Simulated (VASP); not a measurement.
Ga, 1 atom in the cell. The structure is cubic, space group Fm-3m (No. 225). Conventional cell: a = 4.228 Å, b = 4.228 Å, c = 4.228 Å, α = 90.00°, β = 90.00°, γ = 90.00°. Ga (site symmetry m-3m) has 12 Ga at 2.99 Å within 3.9 Å.  This cell differs from its parent crystal: volume scaled by 0.96.

```yaml
Program: VASP 6.6.1
Task: single point
Functional: RPBE
Potentials_or_basis: VASP PAW PBE potentials, release 64 (Ga_d)
Cutoff: 520 eV
k_mesh: 14 × 14 × 14
Occupations: fermi-dirac, width 0.1 eV
Spin: no spin polarisation
Dipole_correction: no
Further_INCAR_settings: ALGO = Normal; EDIFF = 1e-06; NBANDS = 12
```

Potentials or basis: VASP PAW PBE potentials, release 64 (Ga_d).

The run is started by

```sh
$ cat potpaw_PBE.64/Ga_d/POTCAR > POTCAR
$ mpirun -np 1 vasp_std > vasp.out
```

Hardware: 1 thread of Intel Xeon 6975P-C, on a shared host.

Estimate the wall time of this run.

Run time: 13 s on 1 thread of Intel Xeon 6975P-C, with other jobs on the host, peak memory 0.15 GiB. Counts: scf iterations 10, k points 104.
